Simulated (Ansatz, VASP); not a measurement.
## LiF: VASP beside Ansatz

Contents of POSCAR:

```
LiF
1.0
    0.0000000000      1.9350255884      1.9350255884
    1.9350255884      0.0000000000      1.9350255884
    1.9350255884      1.9350255884      0.0000000000
Li F
1 1
Direct
    0.0000000000      0.0000000000      0.0000000000
    0.5000000000      0.5000000000      0.5000000000
```

File INCAR.step1:

```
PREC     = Accurate       # precision mode
ENCUT    = 650            # plane-wave cutoff, eV
EDIFF    = 1E-5           # SCF threshold, eV
ISMEAR   = 0              # smearing method
SIGMA    = 0.01           # smearing width, eV
LREAL    = F              # projectors in reciprocal space
LASPH    = T              # aspherical terms in the spheres
NELM     = 120            # most SCF steps
ALGO     = Normal         # electronic algorithm
ISIF     = 2              # what is computed and relaxed
LWAVE    = T              # write WAVECAR
NBANDS   = 12             # bands
GGA      = PE             # functional
GGA_COMPAT= F
```

Contents of INCAR.step2:

```
PREC     = Accurate       # precision mode
ENCUT    = 650            # plane-wave cutoff, eV
EDIFF    = 1E-6           # SCF threshold, eV
ISMEAR   = 0              # smearing method
SIGMA    = 0.01           # smearing width, eV
LREAL    = F              # projectors in reciprocal space
LASPH    = T              # aspherical terms in the spheres
NELM     = 120            # most SCF steps
ALGO     = Normal         # electronic algorithm
ISIF     = 2              # what is computed and relaxed
LWAVE    = F              # write WAVECAR
LCHARG   = T              # write CHGCAR
GGA      = PE             # functional
LHFCALC  = T              # exact exchange
HFSCREEN = 0.2079         # screening, 1/A
PRECFOCK = Normal       
LELF     = T              # ELF
LVHAR    = T            
NBANDS   = 12             # bands
ISTART   = 1            
GGA_COMPAT= F
```

The input KPOINTS:

```
Automatic mesh
0
Gamma
  8 8 8
```

Input for Ansatz:

```yaml
crystal:
  lattice:
    - [0.0, 1.9350255884, 1.9350255884]
    - [1.9350255884, 0.0, 1.9350255884]
    - [1.9350255884, 1.9350255884, 0.0]
  atoms:
    - { symbol: Li, position: [0.0, 0.0, 0.0] }
    - { symbol: F, position: [0.5, 0.5, 0.5] }
kpoints:
  mp_grid: { grid: [8, 8, 8] }
  band_path:
    path:
      - [0.0, 0.0, 0.0]
      - [0.5, 0.0, 0.5]
      - [0.625, 0.25, 0.625]
      - [0.375, 0.375, 0.75]
      - [0.5, 0.5, 0.5]
      - [0.5, 0.25, 0.75]
      - [-0.0625, 0.0, 0.0625]
    npoints: 1
hamiltonian:
  xc: hse06
scf:
  occupations: { method: fixed }
  n_extra_bands: 4
output:
  forces: true
  stress: true
  eigenvalues: true
```

Change from the starting cell: hydrostatic strain -3.0%.

Alike in both runs: task single point; functional HSE06; k mesh 8 × 8 × 8; no spin polarisation.

|  | VASP | Ansatz |
| --- | --- | --- |
| version | VASP 6.6.1 | Ansatz 0.2.0 |
| potentials or method | VASP PAW PBE potentials, release 64 (Li_sv, F) | plane waves, PAW |
| plane-wave cutoff (eV) | 650 | 420 |
| occupations | gaussian, width 0.01 eV | fixed |
| valence electrons in the cell | 10 | 10 |

Ansatz gave:

* gap on the k mesh at the Fermi level (eV): 12.63
* pressure (GPa): 9.9

Q: Which values does VASP return?

A: gap on the k mesh at the Fermi level (eV): 12.62; pressure (GPa): 9.1.

Ansatz's warnings: stress exchange threshold loose, stress scf threshold loose.
